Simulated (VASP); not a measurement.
# GaSb (Immm) in VASP: single point with PBEsol

Aim: the single point of GaSb with PBEsol.

Everything below comes from runs of VASP 6.6.1. Logs are shortened: lines on timing, memory, paths and dates and some standing lists are left out, and cuts for length are marked.

### Step 1. The cell of the first run

Symmetry: Immm, No. 71, orthorhombic system. Conventional cell: a = 3.112 Å, b = 5.350 Å, c = 5.787 Å, α = 90.00°, β = 90.00°, γ = 90.00°. Within 3.8 Å of Ga (site symmetry mmm) lie 6 Sb at 2.89 to 3.09 Å and 2 Ga at 3.11 Å. Within 3.8 Å of Sb (site symmetry mmm) lie 6 Ga at 2.89 to 3.09 Å and 2 Sb at 3.11 Å.

### Step 2. Single point, PBEsol

The input, INCAR:

```
  PREC = Accurate
  ENCUT = 500
  EDIFF = 1E-6
  ISMEAR = -1
  SIGMA = 0.1
  LREAL = False
  LASPH = True
  NELM = 120
  ALGO = Normal
  ISIF = 2
  LWAVE = False
  LCHARG = False
  GGA = PS
  NBANDS = 16
  GGA_COMPAT = False
```

The input, KPOINTS:

```
Automatic mesh
0
Gamma
  4 4 4
```

The input, POSCAR:

```
GaSb
1.0
   -1.5559010000      2.6750030000      2.8933130000
    1.5559010000     -2.6750030000      2.8933130000
    1.5559010000      2.6750030000     -2.8933130000
Ga Sb
1 1
Direct
    0.0000000000      0.0000000000      0.0000000000
    0.5000000000      0.5000000000      0.0000000000
```

Potentials or basis: VASP PAW PBE potentials, release 64 (Ga_d, Sb).

On the command line:

```sh
> cat potpaw_PBE.64/Ga_d/POTCAR potpaw_PBE.64/Sb/POTCAR > POTCAR
> mpirun -np 1 vasp_std > vasp.out
```

OUTCAR:

```text
PREC = Accurate
   ENCUT = 500
   EDIFF = 1E-6
   ISMEAR = -1
   LREAL = False
   LASPH = True
   NELM = 120
   ISIF = 2
   GGA = PS

 ion  position               nearest neighbor table
   1  0.000  0.000  0.000-   2 2.89   2 2.89   2 3.09   2 3.09   2 3.09   2 3.09
   2  0.500  0.500  0.000-   1 2.89   1 2.89   1 3.09   1 3.09   1 3.09   1 3.09

  LATTYP: Found a body centered orthorhombic cell.
 ALAT       =     3.1118020000
 B/A-ratio  =     1.7192629865
 C/A-ratio  =     1.8595739703

  Lattice vectors:

 A1 = (  -1.5559010000,   2.6750030000,   2.8933130000)
 A2 = (   1.5559010000,  -2.6750030000,   2.8933130000)
 A3 = (   1.5559010000,   2.6750030000,  -2.8933130000)

Analysis of symmetry for initial positions (statically):
=====================================================================
 Subroutine PRICEL returns:
 Original cell was already a primitive cell.

 Routine SETGRP: Setting up the symmetry group for a
 body centered orthorhombic supercell.

 Subroutine GETGRP returns: Found  8 space group operations
 (whereof  8 operations were pure point group operations)
 out of a pool of  8 trial point group operations.

The static configuration has the point symmetry D_2h.

Analysis of symmetry for dynamics (positions and initial velocities):
=====================================================================
 Subroutine PRICEL returns:
 Original cell was already a primitive cell.

 Routine SETGRP: Setting up the symmetry group for a
 body centered orthorhombic supercell.

 Subroutine GETGRP returns: Found  8 space group operations
 (whereof  8 operations were pure point group operations)
 out of a pool of  8 trial point group operations.

The dynamic configuration has the point symmetry D_2h.

 Subroutine INISYM returns: Found  8 space group operations
 (whereof  8 operations are pure point group operations),
 and found     1 'primitive' translations

----------------------------------------------------------------------------------------

                                     Primitive cell

  volume of cell :      48.1683

  direct lattice vectors                    reciprocal lattice vectors
    -1.555901000  2.675003000  2.893313000     0.000000000  0.186915678  0.172812274
     1.555901000 -2.675003000  2.893313000     0.321357207  0.000000000  0.172812274
     1.555901000  2.675003000 -2.893313000     0.321357207  0.186915678  0.000000000

  length of vectors
     4.236476022  4.236476022  4.236476022     0.254561491  0.364876057  0.371763265

  position of ions in fractional coordinates (direct lattice)
     0.000000000  0.000000000  0.000000000
     0.500000000  0.500000000  0.000000000

  ion indices of the primitive-cell ions
   primitive index   ion index
                 1           1
                 2           2

----------------------------------------------------------------------------------------

 KPOINTS: Automatic mesh

Automatic generation of k-mesh.
 Grid dimensions read from file:
 generate k-points for:    4    4    4

 Generating k-lattice:

  Cartesian coordinates                     Fractional coordinates (reciprocal lattice)
     0.000000000  0.046728920  0.043203069     0.250000000  0.000000000  0.000000000
     0.080339302  0.000000000  0.043203069     0.000000000  0.250000000  0.000000000
     0.080339302  0.046728920  0.000000000     0.000000000  0.000000000  0.250000000

  Length of vectors
     0.063640373  0.091219014  0.092940816

  Shift w.r.t. Gamma in fractional coordinates (k-lattice)
     0.000000000  0.000000000  0.000000000

 Subroutine IBZKPT returns following result:
 ===========================================

 Found     18 irreducible k-points:

 Following reciprocal coordinates:
            Coordinates               Weight
  0.000000  0.000000  0.000000      1.000000
  0.250000  0.000000 -0.000000      4.000000
  0.500000  0.000000 -0.000000      2.000000
  0.000000  0.250000  0.000000      4.000000
  0.250000  0.250000 -0.000000      8.000000
  0.500000  0.250000 -0.000000      8.000000
[... 10 lines left out ...]
 -0.250000 -0.250000  0.250000      2.000000
  0.500000  0.500000  0.500000      1.000000
   k-points           NKPTS =     18   k-points in BZ     NKDIM =     18   number of bands    NBANDS=     16
   number of dos      NEDOS =    301   number of ions     NIONS =      2
   total plane-waves  NPLWV =  32768
   dimension x,y,z NGX =    32 NGY =   32 NGZ =   32
   dimension x,y,z NGXF=    64 NGYF=   64 NGZF=   64
   ions per type =               1   1
   NGX,Y,Z   is equivalent  to a cutoff of  12.56, 12.56, 12.56 a.u.
   NGXF,Y,Z  is equivalent  to a cutoff of  25.11, 25.11, 25.11 a.u.
 SYSTEM =  unknown system
   PREC   = accura    normal or accurate (medium, high low for compatibility)
   ISTART =      0    job   : 0-new  1-cont  2-samecut
   ICHARG =      2    charge: 1-file 2-atom 10-const
   ISPIN  =      1    spin polarized calculation?
   LNONCOLLINEAR =      F non collinear calculations
   LSORBIT =      F    spin-orbit coupling
   LASPH  =      T    aspherical Exc in radial PAW
   ENCUT  =  500.0 eV  36.75 Ry    6.06 a.u.   7.72  7.72  7.72*2*pi/ulx,y,z
   NELM   =    120;   NELMIN=  2; NELMDL= -5     # of ELM steps
   EDIFF  = 0.1E-05   stopping-criterion for ELM
   LREAL  =      F    real-space projection
   EDIFFG = 0.1E-04   stopping-criterion for IOM
   NSW    =      0    number of steps for IOM
   IBRION =     -1    ionic relax: 0-MD 1-quasi-New 2-CG
   NFREE  =      0    steps in history (QN), initial steepest desc. (CG)
   ISIF   =      2    stress and relaxation
   ISYM   =      2    0-nonsym 1-usesym 2-fastsym
   POTIM  = 0.5000    time-step for ionic-motion
   TEBEG  =    0.0;   TEEND  =   0.0 temperature during run
   PSTRESS=    0.0 pullay stress
   NELECT =      18.0000    total number of electrons
   NUPDOWN=      -1.0000    fix difference up-down
   EMIN   =  10.00;   EMAX   =-10.00  energy-range for DOS
   EFERMI =   0.00;   METHOD = LEGACY
   ISMEAR =    -1;   SIGMA  =   0.10  broadening in eV -4-tet -1-fermi 0-gaus
   EFERMI_NEDOS =   21; number of points for ismear=-14 and -15
   IALGO  =     38    algorithm
   IMIX   =      4    mixing-type and parameters
     AMIX     =   0.40;   BMIX     =  1.00
     AMIX_MAG =   1.60;   BMIX_MAG =  1.00
  volume/ion in A,a.u.               =      24.08       162.53
  Fermi-wavevector in a.u.,A,eV,Ry     =   1.179176  2.228319 18.918287  1.390455
  Thomas-Fermi vector in A             =   2.315491
   LORBIT       =      0    0 simple, 1 ext, 2 COOP (PROOUT), +10 PAW based schemes
   GGA     = PS    functional components
   LHFCALC =     F    Hartree Fock is set to
   AEXX    =    0.0000 exact exchange contribution
   IVDW    =     0    specifies the selected vdW correction
   LEPSILON=     F    determine dielectric tensor
   LRPA    =     F    only Hartree local field effects (RPA)
 non-spin polarized calculation
  energy-cutoff  :      500.00
  volume of cell :       48.17
 maximum number of plane-waves:      1242
 NGX is ok and might be reduce to    32
   NGX = 15   NGY = 15   NGZ = 15

 number of electron      17.9999989 magnetization

 Free energy of the ion-electron system (eV)
  ---------------------------------------------------
  ext. energy  EPLUGINS =         0.00000000
  ---------------------------------------------------
  free energy    TOTEN  =        -7.76639339 eV

  energy without entropy =       -7.71707816  energy(sigma->0) =       -7.74173578

 E-fermi :   6.3514     XC(G=0): -10.3826

 val. band max:        6.2246099061   @ k =   0.2500   0.2500  -0.0000
 cond. band min:       6.3889937840   @ k =  -0.2500   0.2500   0.0000
 fundamental gap:      0.1643838779
 Fermi energy:         6.3514263417

 k-point     1 :       0.0000    0.0000    0.0000
  band No.  band energies     occupation
      1      -8.5436      2.00000
      2      -8.4658      2.00000
      3      -8.4625      2.00000
      4      -8.4294      2.00000
      5      -8.4093      2.00000
      6      -5.5408      2.00000
[... 8 lines left out ...]
     15      15.5483      0.00000
     16      16.7953      0.00000

 k-point     2 :       0.2500    0.0000   -0.0000
  band No.  band energies     occupation
      1      -8.5414      2.00000
      2      -8.4749      2.00000
      3      -8.4566      2.00000
      4      -8.4292      2.00000
      5      -8.4082      2.00000
      6      -5.0249      2.00000
[... 8 lines left out ...]
     15      15.7636      0.00000
     16      16.7598      0.00000

 k-point     3 :       0.5000    0.0000   -0.0000
  band No.  band energies     occupation
      1      -8.5400      2.00000
      2      -8.4839      2.00000
      3      -8.4507      2.00000
      4      -8.4293      2.00000
      5      -8.4068      2.00000
      6      -4.1238      2.00000
[... 8 lines left out ...]
     15      16.0841      0.00000
     16      18.1306      0.00000

 k-point     4 :       0.0000    0.2500    0.0000
  band No.  band energies     occupation
      1      -8.4706      2.00000
      2      -8.4692      2.00000
      3      -8.4662      2.00000
      4      -8.4493      2.00000
      5      -8.4402      2.00000
      6      -4.3340      2.00000
[... 8 lines left out ...]
     15      13.5468      0.00000
     16      17.7342      0.00000
[... 210 lines left out ...]
 k-point    16 :       0.5000   -0.2500    0.2500
  band No.  band energies     occupation
      1      -8.5417      2.00000
      2      -8.5096      2.00000
      3      -8.4419      2.00000
      4      -8.4270      2.00000
      5      -8.4056      2.00000
      6      -3.6858      2.00000
[... 8 lines left out ...]
     15      18.1883      0.00000
     16      18.3036      0.00000

 k-point    17 :      -0.2500   -0.2500    0.2500
  band No.  band energies     occupation
      1      -8.5399      2.00000
      2      -8.4952      2.00000
      3      -8.4491      2.00000
      4      -8.4272      2.00000
      5      -8.4073      2.00000
      6      -4.5923      2.00000
[... 8 lines left out ...]
     15      15.0733      0.00000
     16      18.9817      0.00000

 k-point    18 :       0.5000    0.5000    0.5000
  band No.  band energies     occupation
      1      -8.5489      2.00000
      2      -8.5283      2.00000
      3      -8.4331      2.00000
      4      -8.4250      2.00000
      5      -8.4041      2.00000
      6      -3.0857      2.00000
[... 8 lines left out ...]
     15      20.1639      0.00000
     16      20.2202      0.00000

------------------------ aborting loop because EDIFF is reached ----------------------------------------

  FORCE on cell =-STRESS in cart. coord.  units (eV):
  Direction    XX          YY          ZZ          XY          YZ          ZX
  --------------------------------------------------------------------------------------
  -------------------------------------------------------------------------------------
  Total        0.3662648     -1.6140679     -2.1219919      0.0000000      0.0000000      0.0000000
  in kB       12.1827165    -53.6871984    -70.5817902      0.0000000      0.0000000      0.0000000
  external PRESSURE =     -37.3620907 kB  Pullay stress =       0.0000000 kB

 VOLUME and BASIS-vectors are now :
 -----------------------------------------------------------------------------
  energy-cutoff  :      500.00
  volume of cell :       48.17
      direct lattice vectors                 reciprocal lattice vectors
    -1.555901000  2.675003000  2.893313000     0.000000000  0.186915678  0.172812274
     1.555901000 -2.675003000  2.893313000     0.321357207  0.000000000  0.172812274
     1.555901000  2.675003000 -2.893313000     0.321357207  0.186915678  0.000000000

 POSITION                                       TOTAL-FORCE (eV/Angst)
 -----------------------------------------------------------------------------------
      0.00000      0.00000      0.00000         0.000000     -0.000000      0.000000
      0.00000      0.00000      2.89331        -0.000000      0.000000     -0.000000
 -----------------------------------------------------------------------------------
    total drift:                               -0.000000      0.000000      0.000000

  FREE ENERGIE OF THE ION-ELECTRON SYSTEM (eV)
  ---------------------------------------------------
  free  energy   TOTEN  =        -7.7663933942 eV

  energy  without entropy=       -7.7170781581  energy(sigma->0) =       -7.74173578
```

Run time: 5.4 s. Hardware: 1 thread of Intel Xeon 6975P-C (Granite Rapids), shared host; peak memory 0.17 GiB.

What came out:

```yaml
Free_energy: -7.7664 eV
Pressure: -3.7 GPa
Band_gap_on_the_k_mesh: zero (band 9 reaches 7.83 eV, above the bottom of band 10 at 4.66 eV)
```

Stress tensor (GPa, compression positive):
```
 1.22  0.00  0.00
 0.00 -5.37  0.00
 0.00  0.00 -7.06
```

Caveat: the k points lie up to 0.58 Å⁻¹ apart; the PAW data sets were made with another functional, which shifts forces and pressure a little; spin-orbit coupling is left out, which moves the levels of the heavy elements.
